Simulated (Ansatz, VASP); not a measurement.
**Two plane-wave programs on Ti**

```
Ti
1.0
     0.00000    2.24069    1.52300
     2.24069    0.00000    1.52300
     2.24069    2.24069    0.00000
Ti
1
Direct
  0.00000 0.00000 0.00000
```

Alike in both runs: task single point; functional PBE; k mesh 20 × 20 × 20; occupations gaussian, width 0.15 eV; no spin polarisation.

|  | VASP | Ansatz |
| --- | --- | --- |
| version | VASP 6.6.1 | Ansatz 0.2.0 |
| potentials or method | VASP PAW PBE potentials, release 64 (Ti_sv), cutoff 520 eV | scalar-relativistic, plane waves, PAW |
| valence electrons in the cell | 12 | 12 |

Ansatz gave:

| Property | Result |
| --- | --- |
| gap on the k mesh at the Fermi level (eV) | none |
| pressure (GPa) | 15.7 |
| traceless stress, the component that is largest in VASP (GPa) | -0.60 |

What did VASP give for the same quantities?

gap on the k mesh at the Fermi level (eV): none; pressure (GPa): 15.3; traceless stress, the component that is largest in VASP (GPa): -0.62.

A gap of «none» marks a metal or a gap that the smearing closes.
